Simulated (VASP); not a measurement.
A run of VASP 6.6.1 is set up as follows.

The input INCAR:

```
SYSTEM = Hf
PREC     = Accurate       ! precision mode
ENCUT    = 520            ! plane-wave cutoff, eV
EDIFF    = 1E-7           ! SCF threshold, eV
ISMEAR   = 0              ! smearing method
SIGMA    = 0.15           ! smearing width, eV
LREAL    = .False.        ! projectors in reciprocal space
LASPH    = .True.         ! aspherical terms in the spheres
NELM     = 60             ! most SCF steps
ALGO     = Fast           ! electronic algorithm
ISIF     = 2              ! what is computed and relaxed
LWAVE    = .False.        ! write WAVECAR
LCHARG   = .True.         ! write CHGCAR
GGA      = PS             ! functional
LELF     = .True.         ! ELF
LVHAR    = .True.       
NBANDS   = 11             ! bands
```

The input KPOINTS:

```
regular mesh
0
Gamma
  18 18 18
  0 0 0
```

Contents of POSCAR:

```
Hf
1.0
   -1.8952500000      1.8952500000      1.8952500000
    1.8952500000     -1.8952500000      1.8952500000
    1.8952500000      1.8952500000     -1.8952500000
Hf
1
Direct
    0.0000000000      0.0000000000      0.0000000000
```

Potentials or basis: VASP PAW PBE potentials, release 64 (Hf_pv).

Command:

```bash
$ cat potpaw_PBE.64/Hf_pv/POTCAR > POTCAR
$ mpirun -np 1 vasp_std > vasp.out
```

Problem. What does it give for the band gap on the k mesh?

Solution. Zero (band 5 reaches 4.51 eV, above the bottom of band 6 at 2.59 eV).

Problem. What does it give for the pressure?

Solution. -17.6 GPa.

Caveat: the cell differs from its parent crystal (strain +0.050 along x and y, +0.050 along z); the PAW data sets were made with another functional, which shifts forces and pressure a little; spin-orbit coupling is left out, which moves the levels of the heavy elements.
